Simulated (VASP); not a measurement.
Here is a VASP 6.6.1 calculation.

Contents of INCAR:

```
PREC     = Accurate       # precision mode
ENCUT    = 600            # plane-wave cutoff, eV
EDIFF    = 1E-6           # SCF threshold, eV
ISMEAR   = 0              # smearing method
SIGMA    = 0.01           # smearing width, eV
LREAL    = F              # projectors in reciprocal space
LASPH    = T              # aspherical terms in the spheres
NELM     = 120            # most SCF steps
ALGO     = Normal         # electronic algorithm
ISIF     = 2              # what is computed and relaxed
LWAVE    = F              # write WAVECAR
LCHARG   = F              # write CHGCAR
GGA      = PE             # functional
NBANDS   = 11             # bands
GGA_COMPAT= F
```

Contents of KPOINTS:

```
regular mesh
0
Gamma
  6 6 6
```

The input POSCAR:

```
Be2C
1.0
    0.0000000000      2.1604856482      2.1604856482
    2.1604856482      0.0000000000      2.1604856482
    2.1604856482      2.1604856482      0.0000000000
C Be
1 2
Direct
    0.0000000000      0.0000000000      0.0000000000
    0.2500000000      0.2500000000      0.2500000000
    0.7500000000      0.7500000000      0.7500000000
```

Potentials or basis: VASP PAW PBE potentials, release 64 (C, Be).

Run with:

```console
$ cat potpaw_PBE.64/C/POTCAR potpaw_PBE.64/Be/POTCAR > POTCAR
$ mpirun -np 1 vasp_std > vasp.out
```

Problem. Predict the pressure.

Solution. 1.3 GPa.

Problem. Predict the band gap on the k mesh.

Solution. 1.16 eV, indirect (least direct gap 4.14 eV).

A k mesh can miss the band edges. Expect the measured gap to be larger: semilocal functionals such as PBE lack the derivative discontinuity.
